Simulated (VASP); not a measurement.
Crystal: Cr.

```xyz
1
Lattice="-1.4420 1.4420 1.4420 1.4420 -1.4420 1.4420 1.4420 1.4420 -1.4420" Properties=species:S:1:pos:R:3 pbc="T T T"
Cr    0.0000    0.0000    0.0000
```

Base run:

```yaml
Program: VASP 6.6.1
Functional: LDA
Potentials_or_basis: VASP PAW LDA potentials, release 64 (Cr_pv)
Cutoff: 500 eV
k_mesh: 14 × 14 × 14
Occupations: gaussian, width 0.05 eV
Spin: collinear spin, ferromagnetic start
Starting_moments: "[0.22] μB"
Fixed_moment: 0.22 μB
```

Its results: pressure -24.3 GPa; site moments Cr +0.21 μB.

**Question.** The run is repeated on the same cell with these changes: fixed moment from 0.22 μB to 1.8 μB; moments at the start from [0.22] to [1.8]. What comes out?

**Answer.** Pressure -1.1 GPa; site moments Cr +1.67 μB.

Caveats: the total moment is fixed, so each spin has its own Fermi level.
